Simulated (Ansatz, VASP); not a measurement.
# One calculation of Pb, two programs

```
Pb
1.0
     0.00000    2.40806    2.46980
     2.40806    0.00000    2.46980
     2.40806    2.40806    0.00000
Pb
1
Cartesian
  0.0000 0.0000 0.0000
```

Change from the starting cell: strain -0.025 along x and y, +0.000 along z, atoms carried along.

Alike in both runs: task single point; functional PBE; k mesh 16 × 16 × 16; occupations gaussian, width 0.15 eV; no spin polarisation.

```csv
,VASP,Ansatz
version,VASP 6.6.1,Ansatz 0.2.0
potentials or method,"VASP PAW PBE potentials, release 64 (Pb_d), cutoff 520 eV","scalar-relativistic, plane waves, PAW"
valence electrons in the cell,14,14
```

```tsv
	VASP	Ansatz	Ansatz less VASP
gap on the k mesh at the Fermi level (eV)	none	none	-
pressure (GPa)	5.6	5.7	+0.07
traceless stress, the component that is largest in VASP (GPa)	-0.31	-0.31	+0.002
```

A gap of «none» marks a metal or a gap that the smearing closes. With one functional, cell and mesh, what is left measures potentials, basis and numerics.

Neither program's run includes spin-orbit coupling.
